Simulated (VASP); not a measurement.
A run of VASP 6.6.1 is set up as follows.

Contents of POSCAR:

```
Sr4Ti4O11
1.0
   -3.9072701075      3.9072701075      3.9072701075
    3.9072701075     -3.9072701075      3.9072701075
    3.9072701075      3.9072701075     -3.9072701075
Sr Ti O
4 4 11
Direct
    0.4991024805     -0.0017950391      0.4991024805
    0.0008975195      0.5000000000      0.4991024805
    0.0008975195      0.0017950391      0.0008975195
    0.4991024805      0.5000000000      0.0008975195
    0.4836782793      0.5000000000      0.4836782793
    0.0000000000      0.0000000000      0.5000000000
    0.0163217207      0.5000000000      0.0163217207
    0.5000000000      0.0000000000      0.0000000000
    0.2747493185      0.2562459083      0.5185034101
    0.2500000000      0.0000000000      0.7500000000
    0.2500000000      0.5000000000      0.2500000000
    0.7500000000      0.0000000000      0.2500000000
    0.7622575018      0.7437540917      0.5185034101
    0.7377424982      0.2562459083     -0.0185034101
    0.2252506815      0.7437540917     -0.0185034101
    0.5185034101      0.2562459083      0.2747493185
   -0.0185034101      0.7437540917      0.2252506815
   -0.0185034101      0.2562459083      0.7377424982
    0.5185034101      0.7437540917      0.7622575018
```

File INCAR.step1:

```
SYSTEM = Sr4Ti4O11
ALGO     = Normal         ! electronic algorithm
EDIFF    = 1E-4           ! SCF threshold, eV
ENCUT    = 520            ! plane-wave cutoff, eV
GGA      = PE             ! functional
ISMEAR   = 0              ! smearing method
LASPH    = .TRUE.         ! aspherical terms in the spheres
LCHARG   = .FALSE.        ! write CHGCAR
LREAL    = Auto         
LWAVE    = .TRUE.         ! write WAVECAR
NBANDS   = 92             ! bands
NELECT   = 152.0        
NELM     = 100            ! most SCF steps
PREC     = Accurate       ! precision mode
SIGMA    = 0.02           ! smearing width, eV
```

Contents of INCAR.step2:

```
SYSTEM = Sr4Ti4O11
ALGO     = Normal         ! electronic algorithm
EDIFF    = 1E-7           ! SCF threshold, eV
ENCUT    = 520            ! plane-wave cutoff, eV
ISIF     = 2              ! what is computed and relaxed
ISMEAR   = 0              ! smearing method
ISTART   = 1            
LASPH    = .TRUE.         ! aspherical terms in the spheres
LCHARG   = .FALSE.        ! write CHGCAR
LMIXTAU  = .TRUE.       
LREAL    = Auto         
LWAVE    = .FALSE.        ! write WAVECAR
METAGGA  = R2SCAN         ! meta-GGA
NBANDS   = 92             ! bands
NELECT   = 152.0        
NELM     = 100            ! most SCF steps
PREC     = Accurate       ! precision mode
SIGMA    = 0.02           ! smearing width, eV
```

Contents of KPOINTS:

```
Automatic mesh
0
Gamma
  2 2 2
  0.5 0.5 0.5
```

Potentials or basis: VASP PAW PBE potentials, release 64 (Sr_sv, Ti_sv, O).

The run is started by

```sh
$ cat potpaw_PBE.64/Sr_sv/POTCAR potpaw_PBE.64/Ti_sv/POTCAR potpaw_PBE.64/O/POTCAR > POTCAR
$ cp INCAR.step1 INCAR
$ mpirun -np 1 vasp_std > vasp.out
$ cp INCAR.step2 INCAR
$ mpirun -np 1 vasp_std > vasp.out
```

**Question.** Estimate the largest force.

**Answer.** 0.109 eV/Å.

Forces on the atoms (eV/Å):
```
Sr  -0.019  0.000 -0.019
Sr  -0.019  0.000  0.019
Sr   0.019  0.000  0.019
Sr   0.019  0.000 -0.019
Ti   0.000  0.109  0.000
Ti   0.000  0.000  0.000
Ti   0.000 -0.109  0.000
Ti   0.000  0.000  0.000
O    0.000  0.001 -0.009
O    0.000  0.000  0.000
O    0.000  0.000  0.000
O    0.000  0.000  0.000
O    0.000  0.001  0.009
O    0.000 -0.001 -0.009
O    0.000 -0.001  0.009
O   -0.009  0.001  0.000
O    0.009 -0.001  0.000
O   -0.009 -0.001  0.000
O    0.009  0.001  0.000
```

Caveat: the k points lie up to 0.57 Å⁻¹ apart; the cell carries a net charge on a neutralising background, which shifts energy and pressure; the cell differs from its parent crystal (atoms taken out, then relaxed in part); the PAW data sets were made with another functional, which shifts forces and pressure a little.
